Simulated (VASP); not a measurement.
# As (R-3m) in VASP: further runs, part 2 of 2

VASP 6.6.1. The steps go on from the part before.

## 3. Single point, r2SCAN

This run uses another cell than the first one, of 22.82 Å³/atom, 1.019 times its volume.

The input, POSCAR:

```
As
1.0
    1.9176846343      1.1071757398      3.5829826684
   -1.9176846343      1.1071757398      3.5829826684
    0.0000000000     -2.2143514796      3.5829826684
As
2
Direct
    0.2260000000      0.2260000000      0.2260000000
    0.7740000000      0.7740000000      0.7740000000
```

The input, INCAR.step1:

```
SYSTEM = As
PREC = Accurate
ENCUT = 520
ISMEAR = -1
SIGMA = 0.05
LREAL = .False.
LASPH = .True.
NELM = 100
NBANDS = 12
GGA = PE
ALGO = Normal
EDIFF = 1E-4
LWAVE = .True.
LCHARG = .False.
```

The input, INCAR.step2:

```
SYSTEM = As
PREC = Accurate
ENCUT = 520
EDIFF = 1E-7
ISMEAR = -1
SIGMA = 0.05
LREAL = .False.
LASPH = .True.
NELM = 100
ALGO = Normal
ISIF = 2
LWAVE = .False.
LCHARG = .True.
METAGGA = R2SCAN
LMIXTAU = .True.
LELF = .True.
LVHAR = .True.
NBANDS = 12
ISTART = 1
```

The input, KPOINTS:

```
regular mesh
0
Gamma
  9 9 9
  0 0 0
```

Potentials or basis: VASP PAW PBE potentials, release 64 (As).

The run is started by

```
$ cat potpaw_PBE.64/As/POTCAR > POTCAR
$ cp INCAR.step1 INCAR
$ mpirun -np 1 vasp_std > vasp.out
$ cp INCAR.step2 INCAR
$ mpirun -np 1 vasp_std > vasp.out
```

OUTCAR:

```text
SYSTEM = As
   PREC = Accurate
   ENCUT = 520
   EDIFF = 1E-7
   ISMEAR = -1
   LREAL = .False.
   LASPH = .True.
   NELM = 100
   ISIF = 2
   METAGGA = R2SCAN
   ISTART = 1

 ion  position               nearest neighbor table
   1  0.226  0.226  0.226-   2 2.56   2 2.56   2 2.56
   2  0.774  0.774  0.774-   1 2.56   1 2.56   1 2.56

  LATTYP: Found a trigonal (rhomboedric) cell.
 ALAT       =     4.2120205695
 COS(alpha) =     0.5854247172

  Lattice vectors:

 A1 = (   1.9176846343,   1.1071757398,   3.5829826684)
 A2 = (  -1.9176846343,   1.1071757398,   3.5829826684)
 A3 = (   0.0000000000,  -2.2143514796,   3.5829826684)

Analysis of symmetry for initial positions (statically):
=====================================================================
 Subroutine PRICEL returns:
 Original cell was already a primitive cell.

 Routine SETGRP: Setting up the symmetry group for a
 trigonal (rhombohedral) supercell.

 Subroutine GETGRP returns: Found 12 space group operations
 (whereof 12 operations were pure point group operations)
 out of a pool of 12 trial point group operations.

The static configuration has the point symmetry D_3d.

Analysis of symmetry for dynamics (positions and initial velocities):
=====================================================================
 Subroutine PRICEL returns:
 Original cell was already a primitive cell.

 Routine SETGRP: Setting up the symmetry group for a
 trigonal (rhombohedral) supercell.

 Subroutine GETGRP returns: Found 12 space group operations
 (whereof 12 operations were pure point group operations)
 out of a pool of 12 trial point group operations.

The dynamic configuration has the point symmetry D_3d.

 Subroutine INISYM returns: Found 12 space group operations
 (whereof 12 operations are pure point group operations),
 and found     1 'primitive' translations

----------------------------------------------------------------------------------------

[... 114 lines left out ...]
  Fermi-wavevector in a.u.,A,eV,Ry     =   0.986912  1.864993 13.252000  0.973995
  Thomas-Fermi vector in A             =   2.118327
   LORBIT       =      0    0 simple, 1 ext, 2 COOP (PROOUT), +10 PAW based schemes
   METAGGA = R2SCAN    functional components
   LHFCALC =     F    Hartree Fock is set to
   AEXX    =    0.0000 exact exchange contribution
   IVDW    =     0    specifies the selected vdW correction
   LEPSILON=     F    determine dielectric tensor
   LRPA    =     F    only Hartree local field effects (RPA)
 non-spin polarized calculation
  energy-cutoff  :      520.00
  volume of cell :       45.64
 maximum number of plane-waves:      1244
   NGX = 15   NGY = 15   NGZ = 15

 number of electron      10.0000000 magnetization

 Free energy of the ion-electron system (eV)
  ---------------------------------------------------
  ext. energy  EPLUGINS =         0.00000000
  ---------------------------------------------------
  free energy    TOTEN  =       -29.38015542 eV

  energy without entropy =      -29.37889443  energy(sigma->0) =      -29.37952493

 E-fermi :   4.7567     XC(G=0): -10.1343

 val. band max:        4.7175214908   @ k =   0.4444  -0.0000  -0.0000
 cond. band min:       4.7943328416   @ k =   0.4444   0.3333   0.3333
 fundamental gap:      0.0768113508
 Fermi energy:         4.7566763569

 k-point     1 :       0.0000    0.0000    0.0000
  band No.  band energies     occupation
      1     -10.5440      2.00000
      2      -1.5163      2.00000
      3       2.2492      2.00000
      4       2.5752      2.00000
      5       2.5752      2.00000
      6       6.3834      0.00000
      7       7.6012      0.00000
      8       7.6012      0.00000
      9      12.0474      0.00000
     10      12.0474      0.00000
     11      12.5672      0.00000
     12      13.9354      0.00000
[... 331 lines left out ...]
 k-point    24 :       0.4444    0.4444   -0.0000
  band No.  band energies     occupation
      1      -8.0396      2.00000
      2      -5.1597      2.00000
      3      -1.0464      2.00000
      4       0.6039      2.00000
      5       0.6858      2.00000
      6       6.5493      0.00000
      7       9.9884      0.00000
      8      11.3964      0.00000
      9      11.6700      0.00000
     10      15.5716      0.00000
     11      16.5564      0.00000
     12      17.8772      0.00000

 [... further k-points ...]
[... 5 lines left out ...]
  --------------------------------------------------------------------------------------
  -------------------------------------------------------------------------------------
  Total       -0.8533076     -0.8533076     -0.2669225      0.0000000      0.0000000      0.0000000
  in kB      -29.9520446    -29.9520446     -9.3692757      0.0000000      0.0000000      0.0000000
  external PRESSURE =     -23.0911217 kB  Pullay stress =       0.0000000 kB

 VOLUME and BASIS-vectors are now :
 -----------------------------------------------------------------------------
  energy-cutoff  :      520.00
  volume of cell :       45.64
      direct lattice vectors                 reciprocal lattice vectors
     1.917684634  1.107175740  3.582982668     0.260731087  0.150533164  0.093032360
    -1.917684634  1.107175740  3.582982668    -0.260731087  0.150533164  0.093032360
     0.000000000 -2.214351480  3.582982668     0.000000000 -0.301066327  0.093032360

 POSITION                                       TOTAL-FORCE (eV/Angst)
 -----------------------------------------------------------------------------------
      0.00000      0.00000      2.42926         0.000000      0.000000     -0.181767
      0.00000      0.00000      8.31969         0.000000      0.000000      0.181767
 -----------------------------------------------------------------------------------
    total drift:                               -0.000000     -0.000000      0.000000

  FREE ENERGIE OF THE ION-ELECTRON SYSTEM (eV)
  ---------------------------------------------------
  free  energy   TOTEN  =       -29.3801554183 eV

  energy  without entropy=      -29.3788944346  energy(sigma->0) =      -29.37952493
```

OUTCAR.step1:

```text
SYSTEM = As
   PREC = Accurate
   ENCUT = 520
   ISMEAR = -1
   LREAL = .False.
   LASPH = .True.
[... 581 lines left out ...]
      0.00000      0.00000      2.42926         0.000000     -0.000000      0.095590
      0.00000      0.00000      8.31969         0.000000      0.000000     -0.095590
 -----------------------------------------------------------------------------------
    total drift:                               -0.000000     -0.000000      0.000000

  FREE ENERGIE OF THE ION-ELECTRON SYSTEM (eV)
  ---------------------------------------------------
  free  energy   TOTEN  =        -9.3501315466 eV

  energy  without entropy=       -9.3487432440  energy(sigma->0) =       -9.34943740
```

OSZICAR.step1:

```text
N       E                     dE             d eps       ncg     rms          rms(c)
DAV:   1     0.286903984238E+02    0.28690E+02   -0.41941E+03  2040   0.692E+02
DAV:   2    -0.765323142011E+01   -0.36344E+02   -0.34431E+02  2688   0.107E+02
DAV:   3    -0.935357956289E+01   -0.17003E+01   -0.16934E+01  2584   0.242E+01
DAV:   4    -0.936271783245E+01   -0.91383E-02   -0.91378E-02  2292   0.202E+00
DAV:   5    -0.936274260595E+01   -0.24774E-04   -0.24773E-04  2548   0.115E-01    0.309E+00
DAV:   6    -0.935430234857E+01    0.84403E-02   -0.51878E-03  2344   0.445E-01    0.186E+00
DAV:   7    -0.934996152055E+01    0.43408E-02   -0.11725E-02  2344   0.686E-01    0.901E-02
DAV:   8    -0.935007950118E+01   -0.11798E-03   -0.54443E-04  2444   0.136E-01    0.338E-02
DAV:   9    -0.935013154661E+01   -0.52045E-04   -0.65622E-05  1604   0.521E-02
   1 F= -.93501315E+01 E0= -.93494374E+01  d E =-.138830E-02
```

Run time: 68 s. Hardware: 1 thread of Intel Xeon 6975P-C (Granite Rapids), shared host; peak memory 0.2 GiB.

What came out:

```yaml
Free_energy: -29.3802 eV
Pressure: -2.3 GPa
Largest_force: 0.182 eV/Å
Band_gap_on_the_k_mesh: zero (band 5 reaches 4.79 eV, above the bottom of band 6 at 4.72 eV)
```

Forces on the atoms (eV/Å):
```
As   0.000  0.000 -0.182
As   0.000  0.000  0.182
```

Caveat: the PAW data sets were made with another functional, which shifts forces and pressure a little.

## 4. Single point, PBEsol+D3(BJ), collinear spin, antiferromagnetic start

This run uses another cell than the first one, of 19.79 Å³/atom, 0.884 times its volume.

The input, INCAR:

```
PREC     = Accurate       # precision mode
ENCUT    = 520            # plane-wave cutoff, eV
EDIFF    = 1E-6           # SCF threshold, eV
ISMEAR   = -1             # smearing method
SIGMA    = 0.1            # smearing width, eV
LREAL    = False          # projectors in reciprocal space
LASPH    = True           # aspherical terms in the spheres
NELM     = 150            # most SCF steps
ALGO     = Normal         # electronic algorithm
ISIF     = 2              # what is computed and relaxed
LWAVE    = False          # write WAVECAR
LCHARG   = False          # write CHGCAR
ISPIN    = 2              # spin polarisation
MAGMOM   = 0.5 -0.5       # initial moments
LORBIT   = 11             # projections on sites
GGA      = PS             # functional
IVDW     = 12             # dispersion correction
NBANDS   = 16             # bands
```

The input, KPOINTS:

```
Automatic mesh
0
Gamma
  9 9 9
```

The input, POSCAR:

```
As
1.0
    1.8719799491      1.0807881275      3.2604438435
   -1.8719799491      1.0807881275      3.2604438435
    0.0000000000     -2.1615762551      3.2604438435
As
2
Direct
    0.2324576908      0.2324576908      0.2324576908
    0.7675423092      0.7675423092      0.7675423092
```

Potentials or basis: VASP PAW PBE potentials, release 64 (As).

The run is started by

```
$ cat potpaw_PBE.64/As/POTCAR > POTCAR
$ mpirun -np 1 vasp_std > vasp.out
```

OUTCAR:

```text
PREC = Accurate
   ENCUT = 520
   EDIFF = 1E-6
   ISMEAR = -1
   LREAL = False
   LASPH = True
   NELM = 150
   ISIF = 2
   ISPIN = 2
   LORBIT = 11
   GGA = PS
   IVDW = 12
 IVDW          = 12

 ion  position               nearest neighbor table
   1  0.232  0.232  0.232-   2 2.52   2 2.52   2 2.52
   2  0.768  0.768  0.768-   1 2.52   1 2.52   1 2.52

  LATTYP: Found a trigonal (rhomboedric) cell.
 ALAT       =     3.9118928875
 COS(alpha) =     0.5420073889
[... 1135 lines left out ...]
  in kB       5.20463     5.20463     3.38280     0.00000    -0.00000     0.00000
  external pressure =        4.60 kB  Pullay stress =        0.00 kB

 VOLUME and BASIS-vectors are now :
 -----------------------------------------------------------------------------
  energy-cutoff  :      520.00
  volume of cell :       39.58
      direct lattice vectors                 reciprocal lattice vectors
     1.871979949  1.080788127  3.260443844     0.267096878  0.154208454  0.102235570
    -1.871979949  1.080788127  3.260443844    -0.267096878  0.154208454  0.102235570
     0.000000000 -2.161576255  3.260443844     0.000000000 -0.308416909  0.102235570

 POSITION                                       TOTAL-FORCE (eV/Angst)
 -----------------------------------------------------------------------------------
      0.00000     -0.00000      2.27375         0.000000     -0.000000      0.060144
      0.00000     -0.00000      7.50759         0.000000      0.000000     -0.060144
 -----------------------------------------------------------------------------------
    total drift:                               -0.000000     -0.000000     -0.000000

  FREE ENERGIE OF THE ION-ELECTRON SYSTEM (eV)
  ---------------------------------------------------
  free  energy   TOTEN  =       -11.0043751054 eV

  energy  without entropy=      -10.9969923105  energy(sigma->0) =      -11.00068371

 total charge

# of ion       s       p       d       tot
------------------------------------------
    1        1.300   1.366   0.058   2.724
    2        1.300   1.366   0.058   2.724
--------------------------------------------------
tot          2.601   2.732   0.116   5.448

 magnetization (x)

# of ion       s       p       d       tot
------------------------------------------
    1        0.000   0.000  -0.000   0.000
    2       -0.000  -0.000   0.000  -0.000
--------------------------------------------------
tot          0.000   0.000   0.000   0.000
```

OSZICAR:

```text
N       E                     dE             d eps       ncg     rms          rms(c)
DAV:   1     0.257063609030E+02    0.25706E+02   -0.40546E+03  5440   0.524E+02
DAV:   2    -0.884753373347E+01   -0.34554E+02   -0.32632E+02  7456   0.973E+01
DAV:   3    -0.101873750155E+02   -0.13398E+01   -0.13368E+01  6720   0.182E+01
DAV:   4    -0.101912250879E+02   -0.38501E-02   -0.38500E-02  6960   0.114E+00
DAV:   5    -0.101912315607E+02   -0.64728E-05   -0.64722E-05  6792   0.481E-02    0.370E+00
DAV:   6    -0.102134260206E+02   -0.22194E-01   -0.11695E-01  6768   0.101E+00    0.213E+00
DAV:   7    -0.102016280187E+02    0.11798E-01   -0.33667E-02  7160   0.710E-01    0.360E-01
DAV:   8    -0.102049700390E+02   -0.33420E-02   -0.10437E-02  6800   0.442E-01    0.135E-01
DAV:   9    -0.102051600882E+02   -0.19005E-03   -0.21481E-04  6208   0.661E-02    0.424E-02
DAV:  10    -0.102051746360E+02   -0.14548E-04   -0.52000E-05  6984   0.318E-02    0.204E-02
DAV:  11    -0.102051801253E+02   -0.54893E-05   -0.72654E-06  6360   0.141E-02    0.463E-03
DAV:  12    -0.102051802339E+02   -0.10863E-06   -0.48327E-07  4904   0.438E-03
   1 F= -.11004375E+02 E0= -.11000684E+02  d E =-.738279E-02  mag=     0.0000
```

stdout:

```text
POSCAR found type information on POSCAR As
 POSCAR found :  1 types and       2 ions
 scaLAPACK will be used
 -----------------------------------------------------------------------------
|                                                                             |
|                                                                             |
|     You enforced a specific xc type in the INCAR file but a different       |
|     I HOPE YOU KNOW WHAT YOU ARE DOING!                                     |
|                                                                             |
 -----------------------------------------------------------------------------

 LDA part: xc-table for (Slater+PW92), standard interpolation
 POSCAR, INCAR and KPOINTS ok, starting setup
 FFT: planning ... GRIDC
 FFT: planning ... GRID_SOFT
 FFT: planning ... GRID
 WAVECAR not read
 entering main loop
```

Wall time 60 s (1 thread of Intel Xeon 6975P-C (Granite Rapids), shared host); peak memory 0.23 GiB.

What came out:

| Property | Result |
| --- | --- |
| Free energy | -11.0044 eV |
| Pressure | 0.5 GPa |
| Largest force | 0.060 eV/Å |
| Band gap on the k mesh | zero (filled and empty bands overlap) |
| Net moment | 0.00 μB per cell |
| Valence electrons inside the program's atomic spheres | As 2.72 |
| Dispersion energy per atom | -0.400 eV |

Forces on the atoms (eV/Å):
```
As   0.000  0.000  0.060
As   0.000  0.000 -0.060
```

Stress tensor (GPa, compression positive):
```
0.52 0.00 0.00
0.00 0.52 0.00
0.00 0.00 0.34
```

Caveat: the PAW data sets were made with another functional, which shifts forces and pressure a little; pairwise dispersion overbinds metals, which lowers pressure and volume.

## 5. Summary

| level | spin | cell | smearing | gap on the mesh (eV) | pressure (GPa) | largest force (eV/Å) |
| --- | --- | --- | --- | --- | --- | --- |
| r2SCAN | off | a = 4.185 Å, angles 54.2°, 2 atoms | fermi-dirac 0.05 eV | none | -1.0 | 0.06 |
| r2SCAN | off | a = 4.212 Å, angles 54.2°, 2 atoms | fermi-dirac 0.05 eV | none | -2.3 | 0.18 |
| PBEsol+D3(BJ) | collinear, antiferromagnetic start | a = 3.912 Å, angles 57.2°, 2 atoms | fermi-dirac 0.1 eV | none | 0.5 | 0.06 |

Alike in all rows: task single point; potentials or basis VASP PAW PBE potentials, release 64 (As); k mesh 9 × 9 × 9; cutoff (eV) 520.

Caveats: the PAW data sets were made with another functional, which shifts forces and pressure a little; pairwise dispersion overbinds metals, which lowers pressure and volume (some runs).

Absolute energies hang on the potentials; compare differences alone.
